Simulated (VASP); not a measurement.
# CuI (F-43m) in VASP: a series of runs

Aim: see how the results for CuI move with the level of theory and the settings. Levels: RPBE, BLYP+D3(BJ), PBE. Tasks: single point, relaxation of cell and atoms.

Program: VASP 6.6.1. These are calculated values, not measurements. Logs are shortened: lines on timing, memory, paths and dates and some standing lists are left out, and cuts for length are marked.

**1. The cell of the first run**

Symmetry: F-43m, No. 216, cubic system. Conventional cell: a = 6.193 Å, b = 6.193 Å, c = 6.193 Å, α = 90.00°, β = 90.00°, γ = 90.00°. I (site symmetry -43m) has 4 Cu at 2.68 Å within 3.5 Å. Within 3.5 Å of Cu (site symmetry -43m) lie 4 I at 2.68 Å.

**2. Single point, RPBE**

Input file INCAR:

```
  PREC = Accurate
  ENCUT = 520
  EDIFF = 1E-6
  ISMEAR = -1
  SIGMA = 0.05
  LREAL = F
  LASPH = T
  NELM = 100
  ALGO = Normal
  ISIF = 2
  LWAVE = F
  LCHARG = F
  GGA = RP
  NBANDS = 16
```

Input file KPOINTS:

```
Automatic mesh
0
Gamma
  8 8 8
```

Input file POSCAR:

```
CuI
1.0
    0.0000000000      3.0963541947      3.0963541947
    3.0963541947      0.0000000000      3.0963541947
    3.0963541947      3.0963541947      0.0000000000
I Cu
1 1
Direct
    0.0000000000      0.0000000000      0.0000000000
    0.7500000000      0.7500000000      0.7500000000
```

Potentials or basis: VASP PAW PBE potentials, release 64 (I, Cu).

The run is started by

```bash
$ cat potpaw_PBE.64/I/POTCAR potpaw_PBE.64/Cu/POTCAR > POTCAR
$ mpirun -np 1 vasp_std > vasp.out
```

OUTCAR:

```text
PREC = Accurate
   ENCUT = 520
   EDIFF = 1E-6
   ISMEAR = -1
   LREAL = F
   LASPH = T
   NELM = 100
   ISIF = 2
   GGA = RP

 ion  position               nearest neighbor table
   1  0.000  0.000  0.000-   2 2.68   2 2.68   2 2.68   2 2.68
   2  0.750  0.750  0.750-   1 2.68   1 2.68   1 2.68   1 2.68

  LATTYP: Found a face centered cubic cell.
 ALAT       =     6.1927083894

  Lattice vectors:

 A1 = (   0.0000000000,   3.0963541947,   3.0963541947)
 A2 = (   3.0963541947,   0.0000000000,   3.0963541947)
 A3 = (   3.0963541947,   3.0963541947,   0.0000000000)

Analysis of symmetry for initial positions (statically):
=====================================================================
 Subroutine PRICEL returns:
 Original cell was already a primitive cell.

 Routine SETGRP: Setting up the symmetry group for a
 face centered cubic supercell.

 Subroutine GETGRP returns: Found 24 space group operations
 (whereof 24 operations were pure point group operations)
 out of a pool of 48 trial point group operations.

The static configuration has the point symmetry T_d .

Analysis of symmetry for dynamics (positions and initial velocities):
=====================================================================
 Subroutine PRICEL returns:
 Original cell was already a primitive cell.

 Routine SETGRP: Setting up the symmetry group for a
 face centered cubic supercell.

 Subroutine GETGRP returns: Found 24 space group operations
 (whereof 24 operations were pure point group operations)
 out of a pool of 48 trial point group operations.

The dynamic configuration has the point symmetry T_d .

 Subroutine INISYM returns: Found 24 space group operations
 (whereof 24 operations are pure point group operations),
 and found     1 'primitive' translations

----------------------------------------------------------------------------------------

                                     Primitive cell

  volume of cell :      59.3720

  direct lattice vectors                    reciprocal lattice vectors
     0.000000000  3.096354195  3.096354195    -0.161480234  0.161480234  0.161480234
     3.096354195  0.000000000  3.096354195     0.161480234 -0.161480234  0.161480234
     3.096354195  3.096354195  0.000000000     0.161480234  0.161480234 -0.161480234

  length of vectors
     4.378906096  4.378906096  4.378906096     0.279691970  0.279691970  0.279691970

  position of ions in fractional coordinates (direct lattice)
     0.000000000  0.000000000  0.000000000
     0.750000000  0.750000000  0.750000000

  ion indices of the primitive-cell ions
   primitive index   ion index
                 1           1
                 2           2

----------------------------------------------------------------------------------------

 KPOINTS: Automatic mesh

Automatic generation of k-mesh.
 Grid dimensions read from file:
 generate k-points for:    8    8    8

 Generating k-lattice:

  Cartesian coordinates                     Fractional coordinates (reciprocal lattice)
    -0.020185029  0.020185029  0.020185029     0.125000000  0.000000000  0.000000000
     0.020185029 -0.020185029  0.020185029     0.000000000  0.125000000  0.000000000
     0.020185029  0.020185029 -0.020185029     0.000000000  0.000000000  0.125000000

  Length of vectors
     0.034961496  0.034961496  0.034961496

  Shift w.r.t. Gamma in fractional coordinates (k-lattice)
     0.000000000  0.000000000  0.000000000

 Subroutine IBZKPT returns following result:
 ===========================================

 Found     29 irreducible k-points:

 Following reciprocal coordinates:
            Coordinates               Weight
  0.000000  0.000000  0.000000      1.000000
  0.125000  0.000000  0.000000      8.000000
  0.250000  0.000000  0.000000      8.000000
  0.375000  0.000000  0.000000      8.000000
  0.500000  0.000000  0.000000      4.000000
  0.125000  0.125000  0.000000      6.000000
[... 16 lines left out ...]
  0.500000  0.250000  0.125000     48.000000
 -0.375000  0.250000  0.125000     24.000000
 [... further k-points ...]
   k-points           NKPTS =     29   k-points in BZ     NKDIM =     29   number of bands    NBANDS=     16
   number of dos      NEDOS =    301   number of ions     NIONS =      2
   total plane-waves  NPLWV =  46656
   dimension x,y,z NGX =    36 NGY =   36 NGZ =   36
   dimension x,y,z NGXF=    72 NGYF=   72 NGZF=   72
   ions per type =               1   1
   NGX,Y,Z   is equivalent  to a cutoff of  13.67, 13.67, 13.67 a.u.
   NGXF,Y,Z  is equivalent  to a cutoff of  27.33, 27.33, 27.33 a.u.
 SYSTEM =  unknown system
   PREC   = accura    normal or accurate (medium, high low for compatibility)
   ISTART =      0    job   : 0-new  1-cont  2-samecut
   ICHARG =      2    charge: 1-file 2-atom 10-const
   ISPIN  =      1    spin polarized calculation?
   LNONCOLLINEAR =      F non collinear calculations
   LSORBIT =      F    spin-orbit coupling
   LASPH  =      T    aspherical Exc in radial PAW
   ENCUT  =  520.0 eV  38.22 Ry    6.18 a.u.   8.14  8.14  8.14*2*pi/ulx,y,z
   NELM   =    100;   NELMIN=  2; NELMDL= -5     # of ELM steps
   EDIFF  = 0.1E-05   stopping-criterion for ELM
   LREAL  =      F    real-space projection
   EDIFFG = 0.1E-04   stopping-criterion for IOM
   NSW    =      0    number of steps for IOM
   IBRION =     -1    ionic relax: 0-MD 1-quasi-New 2-CG
   NFREE  =      0    steps in history (QN), initial steepest desc. (CG)
   ISIF   =      2    stress and relaxation
   ISYM   =      2    0-nonsym 1-usesym 2-fastsym
   POTIM  = 0.5000    time-step for ionic-motion
   TEBEG  =    0.0;   TEEND  =   0.0 temperature during run
   PSTRESS=    0.0 pullay stress
   NELECT =      18.0000    total number of electrons
   NUPDOWN=      -1.0000    fix difference up-down
   EMIN   =  10.00;   EMAX   =-10.00  energy-range for DOS
   EFERMI =   0.00;   METHOD = LEGACY
   ISMEAR =    -1;   SIGMA  =   0.05  broadening in eV -4-tet -1-fermi 0-gaus
   EFERMI_NEDOS =   21; number of points for ismear=-14 and -15
   IALGO  =     38    algorithm
   IMIX   =      4    mixing-type and parameters
     AMIX     =   0.40;   BMIX     =  1.00
     AMIX_MAG =   1.60;   BMIX_MAG =  1.00
  volume/ion in A,a.u.               =      29.69       200.33
  Fermi-wavevector in a.u.,A,eV,Ry     =   1.099778  2.078279 16.456405  1.209512
  Thomas-Fermi vector in A             =   2.236178
   LORBIT       =      0    0 simple, 1 ext, 2 COOP (PROOUT), +10 PAW based schemes
   GGA     = RP    functional components
   LHFCALC =     F    Hartree Fock is set to
   AEXX    =    0.0000 exact exchange contribution
   IVDW    =     0    specifies the selected vdW correction
   LEPSILON=     F    determine dielectric tensor
   LRPA    =     F    only Hartree local field effects (RPA)
 non-spin polarized calculation
  energy-cutoff  :      520.00
  volume of cell :       59.37
 maximum number of plane-waves:      1639
 NGX is ok and might be reduce to    36
   NGX = 17   NGY = 17   NGZ = 17

 number of electron      17.9999999 magnetization

 Free energy of the ion-electron system (eV)
  ---------------------------------------------------
  ext. energy  EPLUGINS =         0.00000000
  ---------------------------------------------------
  free energy    TOTEN  =        -4.86325072 eV

  energy without entropy =       -4.86325055  energy(sigma->0) =       -4.86325063

 E-fermi :   4.5269     XC(G=0):  -8.4134

 val. band max:        3.9216995882   @ k =   0.0000   0.0000   0.0000
 cond. band min:       5.0414750383   @ k =   0.0000   0.0000   0.0000
 fundamental gap:      1.1197754501
 Fermi energy:         4.5269420112

 k-point     1 :       0.0000    0.0000    0.0000
  band No.  band energies     occupation
      1      -9.7760      2.00000
      2       0.5395      2.00000
      3       0.5395      2.00000
      4       0.5395      2.00000
      5       2.3432      2.00000
      6       2.3432      2.00000
[... 8 lines left out ...]
     15      13.3538      0.00000
     16      13.3538      0.00000

 k-point     2 :       0.1250    0.0000    0.0000
  band No.  band energies     occupation
      1      -9.7146      2.00000
      2       0.2527      2.00000
      3       0.5421      2.00000
      4       0.5421      2.00000
      5       2.3382      2.00000
      6       2.3382      2.00000
[... 8 lines left out ...]
     15      12.8029      0.00000
     16      12.9392      0.00000

 k-point     3 :       0.2500    0.0000    0.0000
  band No.  band energies     occupation
      1      -9.5583      2.00000
      2      -0.4097      2.00000
      3       0.5458      2.00000
      4       0.5458      2.00000
      5       2.3364      2.00000
      6       2.3364      2.00000
[... 8 lines left out ...]
     15      12.6190      0.00000
     16      13.0219      0.00000

 k-point     4 :       0.3750    0.0000    0.0000
  band No.  band energies     occupation
      1      -9.3892      2.00000
      2      -1.0304      2.00000
      3       0.5456      2.00000
      4       0.5456      2.00000
      5       2.3539      2.00000
      6       2.3539      2.00000
[... 8 lines left out ...]
     15      13.4640      0.00000
     16      13.4640      0.00000
[... 324 lines left out ...]
 k-point    22 :       0.3750    0.2500    0.1250
  band No.  band energies     occupation
      1      -9.4378      2.00000
      2      -0.6023      2.00000
      3       0.3194      2.00000
      4       0.5231      2.00000
      5       2.2851      2.00000
      6       2.3771      2.00000
[... 8 lines left out ...]
     15      14.0481      0.00000
     16      15.1729      0.00000

 k-point    23 :       0.5000    0.2500    0.1250
  band No.  band energies     occupation
      1      -9.2981      2.00000
      2      -0.9175      2.00000
      3       0.1118      2.00000
      4       0.5031      2.00000
      5       2.3049      2.00000
      6       2.3589      2.00000
[... 8 lines left out ...]
     15      14.4601      0.00000
     16      15.3307      0.00000

 k-point    24 :      -0.3750    0.2500    0.1250
  band No.  band energies     occupation
      1      -9.2374      2.00000
      2      -1.0492      2.00000
      3       0.0231      2.00000
      4       0.4881      2.00000
      5       2.2910      2.00000
      6       2.3553      2.00000
[... 8 lines left out ...]
     15      14.6195      0.00000
     16      15.0809      0.00000

 [... further k-points ...]

------------------------ aborting loop because EDIFF is reached ----------------------------------------

  FORCE on cell =-STRESS in cart. coord.  units (eV):
  Direction    XX          YY          ZZ          XY          YZ          ZX
  --------------------------------------------------------------------------------------
  -------------------------------------------------------------------------------------
  Total        0.0107842      0.0107842      0.0107842      0.0000000      0.0000000      0.0000000
  in kB        0.2910156      0.2910156      0.2910156      0.0000000      0.0000000      0.0000000
  external PRESSURE =       0.2910156 kB  Pullay stress =       0.0000000 kB

 VOLUME and BASIS-vectors are now :
 -----------------------------------------------------------------------------
  energy-cutoff  :      520.00
  volume of cell :       59.37
      direct lattice vectors                 reciprocal lattice vectors
     0.000000000  3.096354195  3.096354195    -0.161480234  0.161480234  0.161480234
     3.096354195  0.000000000  3.096354195     0.161480234 -0.161480234  0.161480234
     3.096354195  3.096354195  0.000000000     0.161480234  0.161480234 -0.161480234

 POSITION                                       TOTAL-FORCE (eV/Angst)
 -----------------------------------------------------------------------------------
      0.00000      0.00000      0.00000         0.000000      0.000000      0.000000
      4.64453      4.64453      4.64453        -0.000000     -0.000000     -0.000000
 -----------------------------------------------------------------------------------
    total drift:                               -0.000001     -0.000001     -0.000001

  FREE ENERGIE OF THE ION-ELECTRON SYSTEM (eV)
  ---------------------------------------------------
  free  energy   TOTEN  =        -4.8632507173 eV

  energy  without entropy=       -4.8632505478  energy(sigma->0) =       -4.86325063
```

It took 58 s on 1 thread of Intel Xeon 8259CL, shared host; peak memory 0.21 GiB.

What came out:

```
Free energy            : -4.8633 eV
Pressure               : 0.0 GPa
Band gap on the k mesh : 1.12 eV
```

Caveat: the PAW data sets were made with another functional, which shifts forces and pressure a little; spin-orbit coupling is left out, which moves the levels of the heavy elements.

**3. Relaxation of cell and atoms, BLYP+D3(BJ)**

This run uses another cell than the first one, of 27.86 Å³/atom.

Input file INCAR:

```
AGGAC = 1.0
AGGAX = 1.0
ALDAC = 0.0
ALDAX = 1.0
ALGO = Normal
EDIFF = 1E-7
EDIFFG = -0.02
ENCUT = 600
GGA = B5
IBRION = 2
ISIF = 3
ISMEAR = -1
IVDW = 12
LASPH = True
LCHARG = False
LREAL = False
LWAVE = False
NELM = 100
NSW = 80
PREC = Accurate
SIGMA = 0.05
VDW_A1 = 0.4298
VDW_A2 = 4.2359
VDW_S6 = 1.0
VDW_S8 = 2.6996
```

Input file KPOINTS:

```
k-points
0
Gamma
  8 8 8
```

Input file POSCAR:

```
CuI
1.0
    0.0000000000      3.0315000000      3.0315000000
    3.0315000000      0.0000000000      3.0315000000
    3.0315000000      3.0315000000      0.0000000000
I Cu
1 1
Direct
    0.0000000000      0.0000000000      0.0000000000
    0.7500000000      0.7500000000      0.7500000000
```

Potentials or basis: VASP PAW PBE potentials, release 64 (I, Cu).

The run is started by

```bash
$ cat potpaw_PBE.64/I/POTCAR potpaw_PBE.64/Cu/POTCAR > POTCAR
$ mpirun -np 1 vasp_std > vasp.out
```

OUTCAR:

```text
EDIFF = 1E-7
   EDIFFG = -0.02
   ENCUT = 600
   GGA = B5
   IBRION = 2
   ISIF = 3
   ISMEAR = -1
   IVDW = 12
   LASPH = True
   LREAL = False
   NELM = 100
   NSW = 80
   PREC = Accurate
 IVDW          = 12

 ion  position               nearest neighbor table
   1  0.000  0.000  0.000-   2 2.63   2 2.63   2 2.63   2 2.63
   2  0.750  0.750  0.750-   1 2.63   1 2.63   1 2.63   1 2.63

  LATTYP: Found a face centered cubic cell.
 ALAT       =     6.0630000000

  Lattice vectors:

 A1 = (   0.0000000000,   3.0315000000,   3.0315000000)
 A2 = (   3.0315000000,   0.0000000000,   3.0315000000)
 A3 = (   3.0315000000,   3.0315000000,   0.0000000000)

Analysis of symmetry for initial positions (statically):
=====================================================================
 Subroutine PRICEL returns:
 Original cell was already a primitive cell.

 Routine SETGRP: Setting up the symmetry group for a
[... 255 lines left out ...]
  free energy    TOTEN  =        -4.53379730 eV

  energy without entropy =       -4.53379728  energy(sigma->0) =       -4.53379729

 E-fermi :   5.9348     XC(G=0):  -8.5959

 val. band max:        5.2287186990   @ k =   0.0000   0.0000   0.0000
 cond. band min:       6.5646056239   @ k =   0.0000   0.0000   0.0000
 fundamental gap:      1.3358869249
 Fermi energy:         5.9347814090

 k-point     1 :       0.0000    0.0000    0.0000
  band No.  band energies     occupation
      1      -8.9385      2.00000
      2       1.4379      2.00000
      3       1.4379      2.00000
      4       1.4379      2.00000
      5       3.1878      2.00000
      6       3.1878      2.00000
      7       5.2287      2.00000
      8       5.2287      2.00000
      9       5.2287      2.00000
     10       6.5646      0.00001
     11      10.1721      0.00000
     12      10.1721      0.00000
     13      10.1721      0.00000
[... 354 lines left out ...]
  band No.  band energies     occupation
      1      -8.2349      2.00000
      2      -0.2340      2.00000
      3       0.9265      2.00000
      4       1.4469      2.00000
      5       3.1208      2.00000
      6       3.1999      2.00000
      7       3.3231      2.00000
      8       3.7969      2.00000
      9       4.1262      2.00000
     10       8.8557      0.00000
     11      10.0236      0.00000
     12      11.6007      0.00000
     13      12.8899      0.00000

 [... further k-points ...]

------------------------ aborting loop because EDIFF is reached ----------------------------------------

 Edisp (eV)   -1.62279

 E8    (eV) :    -1.1952
[... 25 lines left out ...]
  FREE ENERGIE OF THE ION-ELECTRON SYSTEM (eV)
  ---------------------------------------------------
  free  energy   TOTEN  =        -6.1565834631 eV

  energy  without entropy=       -6.1565834434  energy(sigma->0) =       -6.15658345

 reached required accuracy - stopping structural energy minimisation
```

OSZICAR:

```text
N       E                     dE             d eps       ncg     rms          rms(c)
DAV:   1     0.108130168584E+03    0.10813E+03   -0.84727E+03   754   0.168E+03
DAV:   2     0.377908660095E+01   -0.10435E+03   -0.97353E+02   764   0.282E+02
DAV:   3    -0.452385880956E+01   -0.83029E+01   -0.81488E+01  1038   0.870E+01
DAV:   4    -0.479381885277E+01   -0.26996E+00   -0.26970E+00   814   0.141E+01
[... 28 lines left out ...]
DAV:   3    -0.453388253043E+01    0.78133E-03   -0.44320E-03   759   0.237E+00    0.638E-02
DAV:   4    -0.453380560029E+01    0.76930E-04   -0.25695E-04   859   0.148E-01    0.219E-02
DAV:   5    -0.453379992842E+01    0.56719E-05   -0.13819E-05  1098   0.113E-01    0.141E-02
DAV:   6    -0.453379730418E+01    0.26242E-05   -0.43230E-06  1171   0.281E-02    0.243E-03
DAV:   7    -0.453379729883E+01    0.53515E-08   -0.30646E-07   774   0.535E-03
   3 F= -.61565835E+01 E0= -.61565835E+01  d E =-.114438E-01
```

CONTCAR:

```text
CuI
   1.00000000000000
    -0.0000000000000000    2.9921120257298379    2.9921120257298379
     2.9921120257298379    0.0000000000000000    2.9921120257298379
     2.9921120257298379    2.9921120257298379   -0.0000000000000000
  I               Cu
     1     1
Direct
     0.0000000000000000    0.0000000000000000    0.0000000000000000
     0.7500000000000000    0.7500000000000000    0.7500000000000000

  0.00000000E+00  0.00000000E+00  0.00000000E+00
  0.00000000E+00  0.00000000E+00  0.00000000E+00
```

Run time: 3.4 min. Hardware: 1 thread of Intel Xeon 8259CL, shared host; peak memory 0.23 GiB.

What came out:

```
Free energy                           : -6.1566 eV
Relaxed volume                        : 26.79 Å³/atom
Relaxed cell                          : a = 4.231 Å, b = 4.231 Å, c = 4.231 Å, α = 60.00°, β = 60.00°, γ = 60.00°
Space group after relaxing (to 0.1 Å) : F-43m (No. 216)
Energy gained by relaxing             : 5.7 meV/atom
Ionic steps                           : 3
Pressure after relaxing               : 0.0 GPa
Band gap on the k mesh                : 1.34 eV
Dispersion energy per atom            : -0.811 eV
```

The path:
```
step  energy change (eV)  largest force (eV/Å)  pressure (GPa)  volume (Å³)
   1              0.0000                0.0000           -1.66        55.72
   2             -0.0114                0.0000            0.14        53.42
   3             -0.0114                0.0000            0.00        53.58
```

Final structure:
```
I Cu
1.0
     0.00000    2.99211    2.99211
     2.99211    0.00000    2.99211
     2.99211    2.99211    0.00000
I Cu
1 1
Direct
  0.00000 0.00000 0.00000
  0.75000 0.75000 0.75000
```

Levels at points of the mesh, in eV from the valence-band top:
```
           k point  band 6  band 7  band 8  band 9  band 10  band 11  band 12  band 13
(0.00, 0.00, 0.00)   -2.04    0.00    0.00    0.00     1.34     4.94     4.94     4.94
(0.50, 0.00, 0.00)   -2.01   -1.96   -0.77   -0.77     2.26     5.50     5.50     7.69
(0.50, 0.50, 0.00)   -1.97   -1.95   -1.65   -1.65     2.82     2.96     9.58    10.02
```

Caveat: the PAW data sets were made with another functional, which shifts forces and pressure a little; spin-orbit coupling is left out, which moves the levels of the heavy elements. As with any semilocal functional, this BLYP gap is likely too small.

(Continued in part 2 of 2.)
